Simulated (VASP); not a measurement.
Wanted: the native input for a VASP 6.6.1 run.

- Task: single point
- Functional: PBEsol
- Potentials or basis: VASP PAW PBE potentials, release 64 (La)
- Cutoff: 520 eV
- k mesh: 7 × 7 × 4
- Occupations: gaussian, width 0.05 eV
- Spin: no spin polarisation
- Dipole correction: no
- Further INCAR settings: ALGO = Normal; EDIFF = 1e-07; NBANDS = 18

The structure of La lies in POSCAR:

```
La
1.0
    3.2592537722      0.0000000000      0.0000000000
   -1.6296268861      2.8225965641      0.0000000000
    0.0000000000      0.0000000000      5.6474542167
La
2
Direct
    0.3333333333      0.6666666667      0.2500000000
    0.6666666667      0.3333333333      0.7500000000
```

The input as run:

INCAR

```
PREC = Accurate
ENCUT = 520
EDIFF = 1E-7
ISMEAR = 0
SIGMA = 0.05
LREAL = False
LASPH = True
NELM = 80
ALGO = Normal
ISIF = 2
LWAVE = False
LCHARG = False
GGA = PS
NBANDS = 18
```

KPOINTS

```
regular mesh
0
Gamma
  7 7 4
```

Potentials or basis: VASP PAW PBE potentials, release 64 (La).

The run is started by

```sh
$ cat potpaw_PBE.64/La/POTCAR > POTCAR
$ mpirun -np 1 vasp_std > vasp.out
```

Results of the run:

The pressure is 10.2 GPa and the band gap on the k mesh is zero (bands 11 and 12 overlap by 2.16 eV).

Caveat: the cell stands under pressure; the PAW data sets were made with another functional, which shifts forces and pressure a little; spin-orbit coupling is left out, which moves the levels of the heavy elements.

It took 20 s on 1 thread of Intel(R) Xeon(R) Platinum 8559C (Emerald Rapids) (shared host), peak memory 0.18 GiB.
